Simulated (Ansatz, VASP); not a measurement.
## Two plane-wave programs on LaSb2Au

```xyz
8
Lattice="4.3144 0.0000 0.0000 0.0000 4.3144 0.0000 0.0000 0.0000 10.1460" Properties=species:S:1:pos:R:3 pbc="T T T"
La    2.1572    0.0000    7.6415
La    0.0000    2.1572    2.5046
Sb    2.1572    0.0000    1.7187
Sb    0.0000    2.1572    8.4273
Sb    0.0000    0.0000    5.0730
Sb    2.1572    2.1572    5.0730
Au    0.0000    0.0000    0.0000
Au    2.1572    2.1572    0.0000
```

Alike in both runs: task single point; functional LDA; k mesh 6 × 6 × 3; no spin polarisation.

```csv
,VASP,Ansatz
version,VASP 6.6.1,Ansatz 0.2.0
potentials or method,"VASP PAW LDA potentials, release 64 (La, Sb, Au), cutoff 520 eV","plane waves, PAW"
occupations,"fermi-dirac, width 0.1 eV",fermi-dirac
valence electrons in the cell,64,120
```

Ansatz gave:

| Quantity | Value |
| --- | --- |
| pressure (GPa) | 5.3 |
| traceless stress, the component that is largest in VASP (GPa) | -0.65 |

Question: Which values does VASP return?

Answer: Pressure (GPa): 5.6; traceless stress, the component that is largest in VASP (GPa): -0.68.

LDA's correlation is that of Perdew and Zunger in VASP and of Perdew and Wang (1992) in Ansatz. VASP's potentials hold 64 valence electrons a cell and Ansatz's 120, so a difference there can come from the potentials and not from the codes.

Spin-orbit coupling is off throughout.
